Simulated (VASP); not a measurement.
Set up this calculation in VASP 6.6.1, as the native input.

* Task: single point
* Functional: revPBE
* Potentials or basis: VASP PAW PBE potentials, release 64 (Au)
* Cutoff: 520 eV
* k mesh: 21 × 21 × 21
* Occupations: fermi-dirac, width 0.1 eV
* Spin: no spin polarisation
* Dipole correction: no
* Further INCAR settings: ALGO = Normal; EDIFF = 1e-06; NBANDS = 12

The structure of Au lies in POSCAR:

```
Au
1.0
    0.0000000000      2.0353848023      2.0353848023
    2.0353848023      0.0000000000      2.0353848023
    2.0353848023      2.0353848023      0.0000000000
Au
1
Direct
    0.0000000000      0.0000000000      0.0000000000
```

This cell differs from its parent crystal: volume scaled by 0.92.

One way to write it, as run:

INCAR

```
PREC = Accurate
ENCUT = 520
EDIFF = 1E-6
ISMEAR = -1
SIGMA = 0.1
LREAL = F
LASPH = T
NELM = 60
ALGO = Normal
ISIF = 2
LWAVE = F
LCHARG = T
GGA = RE
LELF = T
LVHAR = T
NBANDS = 12
```

KPOINTS

```
regular mesh
0
Gamma
  21 21 21
```

Potentials or basis: VASP PAW PBE potentials, release 64 (Au).

Command:

```bash
$ cat potpaw_PBE.64/Au/POTCAR > POTCAR
$ mpirun -np 1 vasp_std > vasp.out
```

Results of the run:

| Item | Value |
| --- | --- |
| Pressure | 13.3 GPa |

Caveat: the PAW data sets were made with another functional, which shifts forces and pressure a little.

Run time: 55 s on 1 thread of Intel Xeon 8259CL (shared host), peak memory 0.19 GiB.
